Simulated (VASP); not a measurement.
Input of a VASP 6.6.1 run:

Contents of INCAR:

```
SYSTEM = IrRh3
PREC = Accurate
ENCUT = 620
EDIFF = 1E-7
ISMEAR = -1
SIGMA = 0.05
LREAL = .False.
LASPH = .True.
NELM = 120
ALGO = Normal
ISIF = 3
LWAVE = .False.
LCHARG = .False.
IBRION = 2
NSW = 80
EDIFFG = -0.01
GGA_COMPAT = .False.
NELMIN = 4
```

The input KPOINTS:

```
Automatic mesh
0
Gamma
  6 6 6
  0 0 0
```

File POSCAR:

```
IrRh3
1.0
    3.8170602900      0.0000000000      0.0000000000
    0.0000000000      3.8170602900      0.0000000000
    0.0000000000      0.0000000000      3.8170602900
Ir Rh
1 3
Direct
    0.0000000000      0.0000000000      0.0000000000
    0.0000000000      0.5000000013      0.5000000013
    0.5000000013      0.0000000000      0.5000000013
    0.5000000013      0.5000000013      0.0000000000
```

Potentials or basis: VASP PAW LDA potentials, release 64 (Ir_sv_GW, Rh_sv_GW).

Launch:

```bash
$ cat potpaw_LDA.64/Ir_sv_GW/POTCAR potpaw_LDA.64/Rh_sv_GW/POTCAR > POTCAR
$ mpirun -np 1 vasp_std > vasp.out
```

(1) Predict the band gap on the k mesh.

(2) Predict the relaxed volume.

(3) What does it give for the relaxed cell?

(4) What does it give for the space group after relaxing (to 0.1 Å)?

Results:

(1) zero (bands 34 and 35 overlap by 2.01 eV).

(2) 13.40 Å³/atom.

(3) a = 3.770 Å, b = 3.770 Å, c = 3.770 Å, α = 90.00°, β = 90.00°, γ = 90.00°.

(4) Pm-3m (No. 221).

Caveat: spin-orbit coupling is left out, which moves the levels of the heavy elements.
